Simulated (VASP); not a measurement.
# CaSe (Fm-3m) in VASP: notebook

The runs below take CaSe through single point, relaxation of cell and atoms, with PBEsol.

Program: VASP 6.6.1. These are calculated values, not measurements. Logs are shortened: lines on timing, memory, paths and dates and some standing lists are left out, and cuts for length are marked.

### 1 The cell of the first run

It takes space group Fm-3m (No. 225, cubic). The conventional cell has a = 5.869 Å, b = 5.869 Å, c = 5.869 Å, α = 90.00°, β = 90.00°, γ = 90.00°. Within 3.9 Å of Ca (site symmetry m-3m) lie 6 Se at 2.93 Å. Within 3.9 Å of Se (site symmetry m-3m) lie 6 Ca at 2.93 Å.

### 2 Single point, PBEsol

The input, INCAR:

```
PREC = Accurate
ENCUT = 520
EDIFF = 1E-6
ISMEAR = -1
SIGMA = 0.1
LREAL = False
LASPH = True
NELM = 60
ALGO = Normal
ISIF = 2
LWAVE = False
LCHARG = True
GGA = PS
LELF = True
LVHAR = True
NBANDS = 15
```

The input, KPOINTS:

```
Automatic mesh
0
Gamma
  14 14 14
```

The input, POSCAR:

```
CaSe
1.0
    0.0000000000      2.9344500931      2.9344500931
    2.9344500931      0.0000000000      2.9344500931
    2.9344500931      2.9344500931      0.0000000000
Ca Se
1 1
Direct
    0.0000000000      0.0000000000      0.0000000000
    0.5000000000      0.5000000000      0.5000000000
```

Potentials or basis: VASP PAW PBE potentials, release 64 (Ca_sv, Se).

Run with:

```bash
$ cat potpaw_PBE.64/Ca_sv/POTCAR potpaw_PBE.64/Se/POTCAR > POTCAR
$ mpirun -np 1 vasp_std > vasp.out
```

OUTCAR:

```text
PREC = Accurate
   ENCUT = 520
   EDIFF = 1E-6
   ISMEAR = -1
   LREAL = False
   LASPH = True
   NELM = 60
   ISIF = 2
   GGA = PS

 ion  position               nearest neighbor table
   1  0.000  0.000  0.000-   2 2.93   2 2.93   2 2.93   2 2.93   2 2.93   2 2.93
   2  0.500  0.500  0.500-   1 2.93   1 2.93   1 2.93   1 2.93   1 2.93   1 2.93

  LATTYP: Found a face centered cubic cell.
 ALAT       =     5.8689001862

  Lattice vectors:

 A1 = (   0.0000000000,   2.9344500931,   2.9344500931)
 A2 = (   2.9344500931,   0.0000000000,   2.9344500931)
 A3 = (   2.9344500931,   2.9344500931,   0.0000000000)

Analysis of symmetry for initial positions (statically):
=====================================================================
 Subroutine PRICEL returns:
 Original cell was already a primitive cell.

 Routine SETGRP: Setting up the symmetry group for a
 face centered cubic supercell.

 Subroutine GETGRP returns: Found 48 space group operations
 (whereof 48 operations were pure point group operations)
 out of a pool of 48 trial point group operations.

The static configuration has the point symmetry O_h .

Analysis of symmetry for dynamics (positions and initial velocities):
=====================================================================
 Subroutine PRICEL returns:
 Original cell was already a primitive cell.

 Routine SETGRP: Setting up the symmetry group for a
 face centered cubic supercell.

 Subroutine GETGRP returns: Found 48 space group operations
 (whereof 48 operations were pure point group operations)
 out of a pool of 48 trial point group operations.

The dynamic configuration has the point symmetry O_h .

 Subroutine INISYM returns: Found 48 space group operations
 (whereof 48 operations are pure point group operations),
 and found     1 'primitive' translations

----------------------------------------------------------------------------------------

                                     Primitive cell

  volume of cell :      50.5371

  direct lattice vectors                    reciprocal lattice vectors
     0.000000000  2.934450093  2.934450093    -0.170389676  0.170389676  0.170389676
     2.934450093  0.000000000  2.934450093     0.170389676 -0.170389676  0.170389676
     2.934450093  2.934450093  0.000000000     0.170389676  0.170389676 -0.170389676

  length of vectors
     4.149939120  4.149939120  4.149939120     0.295123576  0.295123576  0.295123576

  position of ions in fractional coordinates (direct lattice)
     0.000000000  0.000000000  0.000000000
     0.500000000  0.500000000  0.500000000

  ion indices of the primitive-cell ions
   primitive index   ion index
                 1           1
                 2           2

----------------------------------------------------------------------------------------

 KPOINTS: Automatic mesh

Automatic generation of k-mesh.
 Grid dimensions read from file:
 generate k-points for:   14   14   14

 Generating k-lattice:

  Cartesian coordinates                     Fractional coordinates (reciprocal lattice)
    -0.012170691  0.012170691  0.012170691     0.071428571  0.000000000  0.000000000
     0.012170691 -0.012170691  0.012170691     0.000000000  0.071428571  0.000000000
     0.012170691  0.012170691 -0.012170691     0.000000000  0.000000000  0.071428571

  Length of vectors
     0.021080255  0.021080255  0.021080255

  Shift w.r.t. Gamma in fractional coordinates (k-lattice)
     0.000000000  0.000000000  0.000000000

 Subroutine IBZKPT returns following result:
 ===========================================

 Found    104 irreducible k-points:

 Following reciprocal coordinates:
            Coordinates               Weight
  0.000000  0.000000  0.000000      1.000000
  0.071429  0.000000  0.000000      8.000000
  0.142857  0.000000  0.000000      8.000000
  0.214286  0.000000  0.000000      8.000000
  0.285714  0.000000  0.000000      8.000000
  0.357143  0.000000  0.000000      8.000000
[... 16 lines left out ...]
  0.214286  0.142857  0.000000     24.000000
  0.285714  0.142857  0.000000     24.000000
 [... further k-points ...]
   k-points           NKPTS =    104   k-points in BZ     NKDIM =    104   number of bands    NBANDS=     15
   number of dos      NEDOS =    301   number of ions     NIONS =      2
   total plane-waves  NPLWV =  32768
   dimension x,y,z NGX =    32 NGY =   32 NGZ =   32
   dimension x,y,z NGXF=    64 NGYF=   64 NGZF=   64
   ions per type =               1   1
   NGX,Y,Z   is equivalent  to a cutoff of  12.82, 12.82, 12.82 a.u.
   NGXF,Y,Z  is equivalent  to a cutoff of  25.64, 25.64, 25.64 a.u.
 SYSTEM =  unknown system
   PREC   = accura    normal or accurate (medium, high low for compatibility)
   ISTART =      0    job   : 0-new  1-cont  2-samecut
   ICHARG =      2    charge: 1-file 2-atom 10-const
   ISPIN  =      1    spin polarized calculation?
   LNONCOLLINEAR =      F non collinear calculations
   LSORBIT =      F    spin-orbit coupling
   LASPH  =      T    aspherical Exc in radial PAW
   ENCUT  =  520.0 eV  38.22 Ry    6.18 a.u.   7.72  7.72  7.72*2*pi/ulx,y,z
   NELM   =     60;   NELMIN=  2; NELMDL= -5     # of ELM steps
   EDIFF  = 0.1E-05   stopping-criterion for ELM
   LREAL  =      F    real-space projection
   EDIFFG = 0.1E-04   stopping-criterion for IOM
   NSW    =      0    number of steps for IOM
   IBRION =     -1    ionic relax: 0-MD 1-quasi-New 2-CG
   NFREE  =      0    steps in history (QN), initial steepest desc. (CG)
   ISIF   =      2    stress and relaxation
   ISYM   =      2    0-nonsym 1-usesym 2-fastsym
   POTIM  = 0.5000    time-step for ionic-motion
   TEBEG  =    0.0;   TEEND  =   0.0 temperature during run
   PSTRESS=    0.0 pullay stress
   NELECT =      16.0000    total number of electrons
   NUPDOWN=      -1.0000    fix difference up-down
   EMIN   =  10.00;   EMAX   =-10.00  energy-range for DOS
   EFERMI =   0.00;   METHOD = LEGACY
   ISMEAR =    -1;   SIGMA  =   0.10  broadening in eV -4-tet -1-fermi 0-gaus
   EFERMI_NEDOS =   21; number of points for ismear=-14 and -15
   IALGO  =     38    algorithm
   IMIX   =      4    mixing-type and parameters
     AMIX     =   0.40;   BMIX     =  1.00
     AMIX_MAG =   1.60;   BMIX_MAG =  1.00
  volume/ion in A,a.u.               =      25.27       170.52
  Fermi-wavevector in a.u.,A,eV,Ry     =   1.115779  2.108516 16.938740  1.244962
  Thomas-Fermi vector in A             =   2.252387
   LORBIT       =      0    0 simple, 1 ext, 2 COOP (PROOUT), +10 PAW based schemes
   GGA     = PS    functional components
   LHFCALC =     F    Hartree Fock is set to
   AEXX    =    0.0000 exact exchange contribution
   IVDW    =     0    specifies the selected vdW correction
   LEPSILON=     F    determine dielectric tensor
   LRPA    =     F    only Hartree local field effects (RPA)
 non-spin polarized calculation
  energy-cutoff  :      520.00
  volume of cell :       50.54
 maximum number of plane-waves:      1381
   NGX = 15   NGY = 15   NGZ = 15

 number of electron      16.0000001 magnetization

 Free energy of the ion-electron system (eV)
  ---------------------------------------------------
  ext. energy  EPLUGINS =         0.00000000
  ---------------------------------------------------
  free energy    TOTEN  =       -10.07413333 eV

  energy without entropy =      -10.07413051  energy(sigma->0) =      -10.07413192

 E-fermi :   3.4687     XC(G=0):  -9.4279

 val. band max:        2.5079006752   @ k =   0.0000   0.0000   0.0000
 cond. band min:       4.3745616342   @ k =   0.5000   0.5000   0.0000
 fundamental gap:      1.8666609589
 Fermi energy:         3.4686849399

 k-point     1 :       0.0000    0.0000    0.0000
  band No.  band energies     occupation
      1     -36.9623      2.00000
      2     -18.0417      2.00000
      3     -18.0417      2.00000
      4     -18.0417      2.00000
      5      -9.4009      2.00000
      6       2.5079      1.99987
      7       2.5079      1.99987
      8       2.5079      1.99987
      9       5.8176      0.00000
     10       6.1445      0.00000
     11       6.1445      0.00000
     12       6.1445      0.00000
     13       6.7701      0.00000
     14       6.7701      0.00000
     15      12.0751      0.00000

 k-point     2 :       0.0714    0.0000    0.0000
  band No.  band energies     occupation
      1     -36.9619      2.00000
      2     -18.0486      2.00000
      3     -18.0421      2.00000
      4     -18.0421      2.00000
      5      -9.3673      2.00000
      6       2.1956      1.99999
      7       2.4158      1.99995
      8       2.4158      1.99995
      9       6.0120      0.00000
     10       6.2229      0.00000
     11       6.2229      0.00000
     12       6.2947      0.00000
     13       6.9139      0.00000
     14       6.9139      0.00000
     15      12.1902      0.00000

 k-point     3 :       0.1429    0.0000    0.0000
  band No.  band energies     occupation
      1     -36.9608      2.00000
      2     -18.0675      2.00000
      3     -18.0434      2.00000
      4     -18.0434      2.00000
      5      -9.2715      2.00000
      6       1.5152      2.00000
      7       2.1850      1.99999
      8       2.1850      1.99999
      9       6.0566      0.00000
     10       6.4286      0.00000
     11       6.4286      0.00000
     12       7.0376      0.00000
     13       7.3205      0.00000
     14       7.3205      0.00000
     15      12.3410      0.00000
[... 343 lines left out ...]
 k-point    23 :       0.2143    0.1429    0.0000
  band No.  band energies     occupation
      1     -36.9591      2.00000
      2     -18.0820      2.00000
      3     -18.0521      2.00000
      4     -18.0506      2.00000
      5      -9.1447      2.00000
      6       0.8188      2.00000
      7       1.9863      2.00000
      8       2.0370      2.00000
      9       5.6104      0.00000
     10       6.6878      0.00000
     11       7.0028      0.00000
     12       7.2794      0.00000
     13       7.3122      0.00000
     14       9.1219      0.00000
     15      12.5751      0.00000

 k-point    24 :       0.2857    0.1429    0.0000
  band No.  band energies     occupation
      1     -36.9575      2.00000
      2     -18.1057      2.00000
      3     -18.0549      2.00000
      4     -18.0524      2.00000
      5      -9.0159      2.00000
      6       0.3445      2.00000
      7       1.6633      2.00000
      8       1.8170      2.00000
      9       5.7002      0.00000
     10       7.0421      0.00000
     11       7.2681      0.00000
     12       7.7922      0.00000
     13       7.8012      0.00000
     14       9.7496      0.00000
     15      11.8049      0.00000

 [... further k-points ...]

------------------------ aborting loop because EDIFF is reached ----------------------------------------

  FORCE on cell =-STRESS in cart. coord.  units (eV):
  Direction    XX          YY          ZZ          XY          YZ          ZX
  --------------------------------------------------------------------------------------
  -------------------------------------------------------------------------------------
  Total        0.0597870      0.0597870      0.0597870     -0.0000000     -0.0000000      0.0000000
  in kB        1.8954284      1.8954284      1.8954284     -0.0000000     -0.0000000      0.0000000
  external PRESSURE =       1.8954284 kB  Pullay stress =       0.0000000 kB

 VOLUME and BASIS-vectors are now :
 -----------------------------------------------------------------------------
  energy-cutoff  :      520.00
  volume of cell :       50.54
      direct lattice vectors                 reciprocal lattice vectors
     0.000000000  2.934450093  2.934450093    -0.170389676  0.170389676  0.170389676
     2.934450093  0.000000000  2.934450093     0.170389676 -0.170389676  0.170389676
     2.934450093  2.934450093  0.000000000     0.170389676  0.170389676 -0.170389676

 POSITION                                       TOTAL-FORCE (eV/Angst)
 -----------------------------------------------------------------------------------
      0.00000      0.00000      0.00000         0.000000     -0.000000      0.000000
      2.93445      2.93445      2.93445        -0.000000      0.000000     -0.000000
 -----------------------------------------------------------------------------------
    total drift:                                0.000000     -0.000000     -0.000000

  FREE ENERGIE OF THE ION-ELECTRON SYSTEM (eV)
  ---------------------------------------------------
  free  energy   TOTEN  =       -10.0741333330 eV

  energy  without entropy=      -10.0741305091  energy(sigma->0) =      -10.07413192
```

Run time: 95 s. Hardware: 1 thread of Oxide Virtual Turin-like, shared host; peak memory 0.2 GiB.

Results:

| Property | Result |
| --- | --- |
| Free energy | -10.0741 eV |
| Pressure | 0.2 GPa |
| Band gap on the k mesh | 1.87 eV (least direct gap 2.84 eV) |

Levels at points of the mesh, in eV from the valence-band top:
| k point | band 6 | band 7 | band 8 | band 9 | band 10 | band 11 |
| --- | --- | --- | --- | --- | --- | --- |
| (0.00, 0.00, 0.00) | 0.00 | 0.00 | 0.00 | 3.31 | 3.64 | 3.64 |
| (0.50, 0.00, 0.00) | -3.43 | -1.27 | -1.27 | 4.42 | 5.51 | 5.54 |
| (0.50, 0.50, 0.00) | -2.62 | -0.97 | -0.97 | 1.87 | 5.04 | 5.07 |

Caveat: the PAW data sets were made with another functional, which shifts forces and pressure a little. A k mesh can miss the band edges.

### 3 Relaxation of cell and atoms, PBEsol

This run uses another cell than the first one, of 25.83 Å³/atom.

The input, INCAR:

```
SYSTEM = CaSe
  PREC = Accurate
  ENCUT = 600
  EDIFF = 1E-6
  ISMEAR = -1
  SIGMA = 0.1
  LREAL = .False.
  LASPH = .True.
  NELM = 80
  ALGO = Normal
  ISIF = 3
  LWAVE = .False.
  LCHARG = .False.
  GGA = PS
  IBRION = 2
  NSW = 100
  EDIFFG = -0.002
```

The input, KPOINTS:

```
regular mesh
0
Gamma
  14 14 14
  0 0 0
```

The input, POSCAR:

```
CaSe
1.0
    0.0000000000      2.9560000000      2.9560000000
    2.9560000000      0.0000000000      2.9560000000
    2.9560000000      2.9560000000      0.0000000000
Ca Se
1 1
Direct
    0.0000000000      0.0000000000      0.0000000000
    0.5000000000      0.5000000000      0.5000000000
```

Potentials or basis: VASP PAW PBE potentials, release 64 (Ca_sv, Se).

Run with:

```bash
$ cat potpaw_PBE.64/Ca_sv/POTCAR potpaw_PBE.64/Se/POTCAR > POTCAR
$ mpirun -np 1 vasp_std > vasp.out
```

Run time: 5.6 min. Hardware: 1 thread of Oxide Virtual Turin-like, shared host; peak memory 0.24 GiB.

It converged, with:

```
Free energy                           : -10.0748 eV
Relaxed volume                        : 25.37 Å³/atom
Relaxed cell                          : a = 4.156 Å, b = 4.156 Å, c = 4.156 Å, α = 60.00°, β = 60.00°, γ = 60.00°
Space group after relaxing (to 0.1 Å) : Fm-3m (No. 225)
Energy gained by relaxing             : 1.3 meV/atom
Ionic steps                           : 3
Pressure after relaxing               : 0.0 GPa
Band gap on the k mesh                : 1.88 eV (least direct gap 2.84 eV)
```

The path:
| step | energy change (eV) | largest force (eV/Å) | pressure (GPa) | volume (Å³) |
| --- | --- | --- | --- | --- |
| 1 | 0.0000 | 0.0000 | -0.90 | 51.66 |
| 2 | -0.0025 | 0.0000 | 0.17 | 50.59 |
| 3 | -0.0026 | 0.0000 | 0.01 | 50.74 |

Final structure:
```
Ca Se
1.0
     0.00000    2.93843    2.93843
     2.93843    0.00000    2.93843
     2.93843    2.93843    0.00000
Ca Se
1 1
Direct
  0.00000 0.00000 0.00000
  0.50000 0.50000 0.50000
```

Levels at points of the mesh, in eV from the valence-band top:
```csv
k point,band 5,band 6,band 7,band 8,band 9,band 10,band 11,band 12
"(0.00, 0.00, 0.00)",-11.89,0.00,0.00,0.00,3.29,3.64,3.64,3.64
"(0.50, 0.00, 0.00)",-11.15,-3.41,-1.26,-1.26,4.41,5.50,5.53,5.53
"(0.50, 0.50, 0.00)",-11.29,-2.61,-0.97,-0.97,1.88,5.02,5.07,6.11
```

Caveat: the PAW data sets were made with another functional, which shifts forces and pressure a little.
